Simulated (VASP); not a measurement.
# Al3Cu (P4/mmm) in VASP: further runs

Runs on Al3Cu. Level: LDA. Tasks: single point.

Everything below comes from runs of VASP 6.6.1. Logs are shortened: lines on timing, memory, paths and dates and some standing lists are left out, and cuts for length are marked.

### Step 1. The cell of the first run

The structure is tetragonal, space group P4/mmm (No. 123). Conventional cell: a = 3.778 Å, b = 3.778 Å, c = 4.014 Å, α = 90.00°, β = 90.00°, γ = 90.00°. Within 3.5 Å of Al (site symmetry mmm) lie 8 Al at 2.67 to 2.76 Å and 4 Cu at 2.76 Å. Al (site symmetry 4/mmm) has 4 Cu at 2.67 Å and 8 Al at 2.76 Å within 3.5 Å. Cu (site symmetry 4/mmm) has 12 Al at 2.67 to 2.76 Å within 3.5 Å.

### Step 2. Single point, LDA (volume 14.321 Å^3 an atom, c/a of the conventional cell 1.0625)

Input file INCAR:

```
SYSTEM = Al3Cu
PREC = Accurate ; ENCUT = 520
EDIFF = 1E-7 ; ISMEAR = 0
SIGMA = 0.15 ; LREAL = .FALSE.
LASPH = .TRUE. ; NELM = 80
ALGO = Fast ; ISIF = 2
LWAVE = .FALSE. ; LCHARG = .FALSE.
GGA = CA ; NBANDS = 18
```

Input file KPOINTS:

```
Automatic mesh
0
G
  12 12 12
  0 0 0
```

Input file POSCAR:

```
Al3Cu
1.0
    3.7777614565      0.0000000000      0.0000000000
    0.0000000000      3.7777614565      0.0000000000
    0.0000000000      0.0000000000      4.0138715475
Al Cu
3 1
Direct
    0.0000000000      0.5000000000      0.5000000000
    0.5000000000      0.0000000000      0.5000000000
    0.5000000000      0.5000000000      0.0000000000
    0.0000000000      0.0000000000      0.0000000000
```

Potentials or basis: VASP PAW LDA potentials, release 64 (Al, Cu).

Run with:

```sh
$ cat potpaw_LDA.64/Al/POTCAR potpaw_LDA.64/Cu/POTCAR > POTCAR
$ mpirun -np 1 vasp_std > vasp.out
```

OUTCAR:

```text
SYSTEM = Al3Cu
   PREC = Accurate
   ENCUT = 520
   EDIFF = 1E-7
   ISMEAR = 0
   LREAL = .FALSE.
   LASPH = .TRUE.
   NELM = 80
   ISIF = 2
   GGA = CA

 ion  position               nearest neighbor table
   1  0.000  0.500  0.500-   2 2.67   2 2.67   2 2.67   2 2.67   4 2.76   3 2.76   4 2.76   4 2.76
                             4 2.76   3 2.76   3 2.76   3 2.76
   2  0.500  0.000  0.500-   1 2.67   1 2.67   1 2.67   1 2.67   4 2.76   3 2.76   3 2.76   3 2.76
                             4 2.76   4 2.76   4 2.76   3 2.76
   3  0.500  0.500  0.000-   4 2.67   4 2.67   4 2.67   4 2.67   2 2.76   2 2.76   2 2.76   2 2.76
                             1 2.76   1 2.76   1 2.76   1 2.76
   4  0.000  0.000  0.000-   3 2.67   3 2.67   3 2.67   3 2.67   2 2.76   1 2.76   2 2.76   1 2.76
                             2 2.76   1 2.76   2 2.76   1 2.76

  LATTYP: Found a simple tetragonal cell.
 ALAT       =     3.7777614565
 C/A-ratio  =     1.0625000000

  Lattice vectors:

 A1 = (   3.7777614565,   0.0000000000,   0.0000000000)
 A2 = (   0.0000000000,   3.7777614565,   0.0000000000)
 A3 = (   0.0000000000,   0.0000000000,   4.0138715475)

Analysis of symmetry for initial positions (statically):
=====================================================================
 Subroutine PRICEL returns:
 Original cell was already a primitive cell.

 Routine SETGRP: Setting up the symmetry group for a
 simple tetragonal supercell.

 Subroutine GETGRP returns: Found 16 space group operations
 (whereof 16 operations were pure point group operations)
 out of a pool of 16 trial point group operations.

The static configuration has the point symmetry D_4h.

Analysis of symmetry for dynamics (positions and initial velocities):
=====================================================================
 Subroutine PRICEL returns:
 Original cell was already a primitive cell.

 Routine SETGRP: Setting up the symmetry group for a
 simple tetragonal supercell.

 Subroutine GETGRP returns: Found 16 space group operations
 (whereof 16 operations were pure point group operations)
 out of a pool of 16 trial point group operations.

The dynamic configuration has the point symmetry D_4h.

 Subroutine INISYM returns: Found 16 space group operations
 (whereof 16 operations are pure point group operations),
 and found     1 'primitive' translations

----------------------------------------------------------------------------------------

                                     Primitive cell

  volume of cell :      57.2839

  direct lattice vectors                    reciprocal lattice vectors
     3.777761456  0.000000000  0.000000000     0.264707026  0.000000000  0.000000000
     0.000000000  3.777761456  0.000000000     0.000000000  0.264707026  0.000000000
     0.000000000  0.000000000  4.013871547     0.000000000  0.000000000  0.249136024

  length of vectors
     3.777761456  3.777761456  4.013871547     0.264707026  0.264707026  0.249136024

  position of ions in fractional coordinates (direct lattice)
     0.000000000  0.500000000  0.500000000
     0.500000000  0.000000000  0.500000000
     0.500000000  0.500000000  0.000000000
     0.000000000  0.000000000  0.000000000

  ion indices of the primitive-cell ions
   primitive index   ion index
                 1           1
                 2           2
                 3           3
                 4           4

----------------------------------------------------------------------------------------

 KPOINTS: Automatic mesh

Automatic generation of k-mesh.
 Grid dimensions read from file:
 generate k-points for:   12   12   12

 Generating k-lattice:

  Cartesian coordinates                     Fractional coordinates (reciprocal lattice)
     0.022058919  0.000000000  0.000000000     0.083333333  0.000000000  0.000000000
     0.000000000  0.022058919  0.000000000     0.000000000  0.083333333  0.000000000
     0.000000000  0.000000000  0.020761335     0.000000000  0.000000000  0.083333333

  Length of vectors
     0.022058919  0.022058919  0.020761335

  Shift w.r.t. Gamma in fractional coordinates (k-lattice)
     0.000000000  0.000000000  0.000000000

 Subroutine IBZKPT returns following result:
 ===========================================

 Found    196 irreducible k-points:

 Following reciprocal coordinates:
            Coordinates               Weight
  0.000000  0.000000  0.000000      1.000000
  0.083333  0.000000  0.000000      4.000000
  0.166667  0.000000  0.000000      4.000000
  0.250000  0.000000  0.000000      4.000000
  0.333333  0.000000  0.000000      4.000000
  0.416667  0.000000  0.000000      4.000000
[... 16 lines left out ...]
  0.333333  0.333333  0.000000      4.000000
  0.416667  0.333333  0.000000      8.000000
 [... further k-points ...]
   k-points           NKPTS =    196   k-points in BZ     NKDIM =    196   number of bands    NBANDS=     18
   number of dos      NEDOS =    301   number of ions     NIONS =      4
   total plane-waves  NPLWV =  23520
   dimension x,y,z NGX =    28 NGY =   28 NGZ =   30
   dimension x,y,z NGXF=    56 NGYF=   56 NGZF=   60
   ions per type =               3   1
   NGX,Y,Z   is equivalent  to a cutoff of  12.32, 12.32, 12.43 a.u.
   NGXF,Y,Z  is equivalent  to a cutoff of  24.64, 24.64, 24.85 a.u.
 SYSTEM =  Al3Cu
   PREC   = accura    normal or accurate (medium, high low for compatibility)
   ISTART =      0    job   : 0-new  1-cont  2-samecut
   ICHARG =      2    charge: 1-file 2-atom 10-const
   ISPIN  =      1    spin polarized calculation?
   LNONCOLLINEAR =      F non collinear calculations
   LSORBIT =      F    spin-orbit coupling
   LASPH  =      T    aspherical Exc in radial PAW
   ENCUT  =  520.0 eV  38.22 Ry    6.18 a.u.   7.02  7.02  7.46*2*pi/ulx,y,z
   NELM   =     80;   NELMIN=  2; NELMDL= -5     # of ELM steps
   EDIFF  = 0.1E-06   stopping-criterion for ELM
   LREAL  =      F    real-space projection
   EDIFFG = 0.1E-05   stopping-criterion for IOM
   NSW    =      0    number of steps for IOM
   IBRION =     -1    ionic relax: 0-MD 1-quasi-New 2-CG
   NFREE  =      0    steps in history (QN), initial steepest desc. (CG)
   ISIF   =      2    stress and relaxation
   ISYM   =      2    0-nonsym 1-usesym 2-fastsym
   POTIM  = 0.5000    time-step for ionic-motion
   TEBEG  =    0.0;   TEEND  =   0.0 temperature during run
   PSTRESS=    0.0 pullay stress
   NELECT =      20.0000    total number of electrons
   NUPDOWN=      -1.0000    fix difference up-down
   EMIN   =  10.00;   EMAX   =-10.00  energy-range for DOS
   EFERMI =   0.00;   METHOD = LEGACY
   ISMEAR =     0;   SIGMA  =   0.15  broadening in eV -4-tet -1-fermi 0-gaus
   EFERMI_NEDOS =   21; number of points for ismear=-14 and -15
   IALGO  =     68    algorithm
   IMIX   =      4    mixing-type and parameters
     AMIX     =   0.40;   BMIX     =  1.00
     AMIX_MAG =   1.60;   BMIX_MAG =  1.00
  volume/ion in A,a.u.               =      14.32        96.64
  Fermi-wavevector in a.u.,A,eV,Ry     =   1.152765  2.178409 18.080324  1.328866
  Thomas-Fermi vector in A             =   2.289413
   LORBIT       =      0    0 simple, 1 ext, 2 COOP (PROOUT), +10 PAW based schemes
   GGA     = CA    functional components
   LHFCALC =     F    Hartree Fock is set to
   AEXX    =    0.0000 exact exchange contribution
   IVDW    =     0    specifies the selected vdW correction
   LEPSILON=     F    determine dielectric tensor
   LRPA    =     F    only Hartree local field effects (RPA)
 non-spin polarized calculation
 RMM-DIIS sequential band-by-band and
 Gauss-broadening in eV      SIGMA  =   0.15
  energy-cutoff  :      520.00
  volume of cell :       57.28
 maximum number of plane-waves:      1572
   NGX = 15   NGY = 15   NGZ = 15

 number of electron      19.9999999 magnetization

 Free energy of the ion-electron system (eV)
  ---------------------------------------------------
  ext. energy  EPLUGINS =         0.00000000
  ---------------------------------------------------
  free energy    TOTEN  =       -17.35652394 eV

  energy without entropy =      -17.33703898  energy(sigma->0) =      -17.34678146

 E-fermi :   8.5757     XC(G=0): -11.1644

 val. band max:        8.5719216345   @ k =   0.4167   0.2500   0.4167
 cond. band min:       8.5803916846   @ k =   0.4167   0.0833   0.0833
 fundamental gap:      0.0084700501
 Fermi energy:         8.5757088610

 k-point     1 :       0.0000    0.0000    0.0000
  band No.  band energies     occupation
      1      -2.8547      2.00000
      2       3.9851      2.00000
      3       4.1574      2.00000
      4       4.8120      2.00000
      5       4.8274      2.00000
      6       4.8274      2.00000
[... 10 lines left out ...]
     17      15.5230      0.00000
     18      16.1796      0.00000

 k-point     2 :       0.0833    0.0000    0.0000
  band No.  band energies     occupation
      1      -2.7824      2.00000
      2       3.9712      2.00000
      3       4.1052      2.00000
      4       4.7513      2.00000
      5       4.7750      2.00000
      6       4.8302      2.00000
[... 10 lines left out ...]
     17      15.5922      0.00000
     18      15.6044      0.00000

 k-point     3 :       0.1667    0.0000    0.0000
  band No.  band energies     occupation
      1      -2.5660      2.00000
      2       3.5841      2.00000
      3       4.0966      2.00000
      4       4.6125      2.00000
      5       4.6869      2.00000
      6       4.8377      2.00000
[... 10 lines left out ...]
     17      15.4618      0.00000
     18      15.7191      0.00000

 k-point     4 :       0.2500    0.0000    0.0000
  band No.  band energies     occupation
      1      -2.2074      2.00000
      2       2.6658      2.00000
      3       4.1620      2.00000
      4       4.4870      2.00000
      5       4.5879      2.00000
      6       4.8481      2.00000
[... 375 lines left out ...]
      4       4.2154      2.00000
      5       4.4280      2.00000
      6       4.6890      2.00000
[... 10 lines left out ...]
     17      15.3360      0.00000
     18      15.4088      0.00000

 k-point    23 :       0.3333    0.3333    0.0000
  band No.  band energies     occupation
      1      -0.5993      2.00000
      2       2.4619      2.00000
      3       2.7112      2.00000
      4       4.2940      2.00000
      5       4.5047      2.00000
      6       4.6155      2.00000
[... 10 lines left out ...]
     17      15.9405      0.00000
     18      16.2434      0.00000

 k-point    24 :       0.4167    0.3333    0.0000
  band No.  band energies     occupation
      1      -0.0035      2.00000
      2       1.6846      2.00000
      3       3.0572      2.00000
      4       4.0901      2.00000
      5       4.4949      2.00000
      6       4.6070      2.00000
[... 10 lines left out ...]
     17      15.0583      0.00000
     18      16.7616      0.00000

 [... further k-points ...]

------------------------ aborting loop because EDIFF is reached ----------------------------------------

  FORCE on cell =-STRESS in cart. coord.  units (eV):
  Direction    XX          YY          ZZ          XY          YZ          ZX
  --------------------------------------------------------------------------------------
  -------------------------------------------------------------------------------------
  Total        1.0686518      1.0686518     -1.5309668      0.0000000      0.0000000      0.0000000
  in kB       29.8891999     29.8891999    -42.8197211      0.0000000      0.0000000      0.0000000
  external PRESSURE =       5.6528929 kB  Pullay stress =       0.0000000 kB

 VOLUME and BASIS-vectors are now :
 -----------------------------------------------------------------------------
  energy-cutoff  :      520.00
  volume of cell :       57.28
      direct lattice vectors                 reciprocal lattice vectors
     3.777761456  0.000000000  0.000000000     0.264707026  0.000000000  0.000000000
     0.000000000  3.777761456  0.000000000     0.000000000  0.264707026  0.000000000
     0.000000000  0.000000000  4.013871547     0.000000000  0.000000000  0.249136024

 POSITION                                       TOTAL-FORCE (eV/Angst)
 -----------------------------------------------------------------------------------
      0.00000      1.88888      2.00694         0.000000      0.000000      0.000000
      1.88888      0.00000      2.00694         0.000000      0.000000      0.000000
      1.88888      1.88888      0.00000         0.000000      0.000000      0.000000
      0.00000      0.00000      0.00000         0.000000      0.000000      0.000000
 -----------------------------------------------------------------------------------
    total drift:                               -0.000000     -0.000000     -0.000000

  FREE ENERGIE OF THE ION-ELECTRON SYSTEM (eV)
  ---------------------------------------------------
  free  energy   TOTEN  =       -17.3565239388 eV

  energy  without entropy=      -17.3370389753  energy(sigma->0) =      -17.34678146
```

Wall time 2.8 min (1 thread of Intel Xeon 6975P-C, shared host); peak memory 0.28 GiB.

What came out:

| Item | Value |
| --- | --- |
| Free energy | -17.3565 eV |
| Pressure | 0.6 GPa |
| Band gap on the k mesh | zero (band 10 reaches 10.43 eV, above the bottom of band 11 at 6.61 eV) |

### Step 3. Single point, LDA (volume 14.321 Å^3 an atom, c/a of the conventional cell 0.9411)

Input file INCAR:

```
SYSTEM = Al3Cu
ALGO = Fast
EDIFF = 1E-6
ENCUT = 520
GGA = CA
ISIF = 2
ISMEAR = 0
LASPH = .True.
LCHARG = .False.
LREAL = .False.
LWAVE = .False.
NBANDS = 18
NELM = 100
PREC = Accurate
SIGMA = 0.15
```

Input file KPOINTS:

```
k-points
0
Gamma
  12 12 12
  0 0 0
```

Input file POSCAR:

```
Al3Cu
1.0
    3.9336790221      0.0000000000      0.0000000000
    0.0000000000      3.9336790221      0.0000000000
    0.0000000000      0.0000000000      3.7019853277
Al Cu
3 1
Direct
    0.0000000000      0.5000000000      0.5000000000
    0.5000000000      0.0000000000      0.5000000000
    0.5000000000      0.5000000000      0.0000000000
    0.0000000000      0.0000000000      0.0000000000
```

Potentials or basis: VASP PAW LDA potentials, release 64 (Al, Cu).

Run with:

```sh
$ cat potpaw_LDA.64/Al/POTCAR potpaw_LDA.64/Cu/POTCAR > POTCAR
$ mpirun -np 1 vasp_std > vasp.out
```

OUTCAR:

```text
SYSTEM = Al3Cu
   EDIFF = 1E-6
   ENCUT = 520
   GGA = CA
   ISIF = 2
   ISMEAR = 0
   LASPH = .True.
   LREAL = .False.
   NELM = 100
   PREC = Accurate

 ion  position               nearest neighbor table
   1  0.000  0.500  0.500-   3 2.70   4 2.70   3 2.70   4 2.70   4 2.70   4 2.70   3 2.70   3 2.70
                             2 2.78   2 2.78   2 2.78   2 2.78
   2  0.500  0.000  0.500-   3 2.70   4 2.70   3 2.70   4 2.70   3 2.70   3 2.70   4 2.70   4 2.70
                             1 2.78   1 2.78   1 2.78   1 2.78
[... 712 lines left out ...]
  --------------------------------------------------------------------------------------
  -------------------------------------------------------------------------------------
  Total       -0.6075940     -0.6075940      1.7954352      0.0000000     -0.0000000     -0.0000000
  in kB      -16.9938404    -16.9938404     50.2166564      0.0000000     -0.0000000     -0.0000000
  external PRESSURE =       5.4096586 kB  Pullay stress =       0.0000000 kB

 VOLUME and BASIS-vectors are now :
 -----------------------------------------------------------------------------
  energy-cutoff  :      520.00
  volume of cell :       57.28
      direct lattice vectors                 reciprocal lattice vectors
     3.933679022  0.000000000  0.000000000     0.254214946  0.000000000  0.000000000
     0.000000000  3.933679022  0.000000000     0.000000000  0.254214946  0.000000000
     0.000000000  0.000000000  3.701985328     0.000000000  0.000000000  0.270125328

 POSITION                                       TOTAL-FORCE (eV/Angst)
 -----------------------------------------------------------------------------------
      0.00000      1.96684      1.85099         0.000000      0.000000      0.000000
      1.96684      0.00000      1.85099         0.000000      0.000000      0.000000
      1.96684      1.96684      0.00000         0.000000      0.000000      0.000000
      0.00000      0.00000      0.00000         0.000000      0.000000      0.000000
 -----------------------------------------------------------------------------------
    total drift:                                0.000000     -0.000000     -0.000000

  FREE ENERGIE OF THE ION-ELECTRON SYSTEM (eV)
  ---------------------------------------------------
  free  energy   TOTEN  =       -17.3601745716 eV

  energy  without entropy=      -17.3439990033  energy(sigma->0) =      -17.35208679
```

OSZICAR:

```text
N       E                     dE             d eps       ncg     rms          rms(c)
DAV:   1     0.748266089707E+02    0.74827E+02   -0.83710E+03  7084   0.117E+03
DAV:   2    -0.155164393901E+02   -0.90343E+02   -0.83846E+02  7224   0.218E+02
DAV:   3    -0.199516256904E+02   -0.44352E+01   -0.42832E+01  9706   0.540E+01
[... 10 lines left out ...]
RMM:  14    -0.173601630985E+02   -0.82882E-05   -0.33247E-04  9720   0.231E-01    0.244E-02
RMM:  15    -0.173601748787E+02   -0.11780E-04   -0.18469E-04 10487   0.100E-01    0.556E-03
RMM:  16    -0.173601776783E+02   -0.27996E-05   -0.13983E-05  9407   0.315E-02    0.187E-02
RMM:  17    -0.173601851633E+02   -0.74850E-05   -0.77652E-06  8431   0.212E-02    0.333E-02
RMM:  18    -0.173601744006E+02    0.10763E-04   -0.18427E-05  8551   0.609E-02    0.216E-03
RMM:  19    -0.173601745716E+02   -0.17101E-06   -0.18458E-06  6255   0.954E-03
   1 F= -.17360175E+02 E0= -.17352087E+02  d E =-.161756E-01
```

stdout:

```text
POSCAR found type information on POSCAR AlCu
 POSCAR found :  2 types and       4 ions
 scaLAPACK will be used
 LDA part: xc-table for (Slater(with rela. corr.)+CA(PZ))
 , standard interpolation
 POSCAR, INCAR and KPOINTS ok, starting setup
 FFT: planning ... GRIDC
 FFT: planning ... GRID_SOFT
 FFT: planning ... GRID
 WAVECAR not read
 entering main loop
```

It took 3.4 min on 1 thread of Intel Xeon 6975P-C, shared host; peak memory 0.29 GiB.

Results:

| Property | Result |
| --- | --- |
| Free energy | -17.3602 eV |
| Pressure | 0.5 GPa |
| Band gap on the k mesh | zero (band 10 reaches 10.62 eV, above the bottom of band 11 at 6.57 eV) |
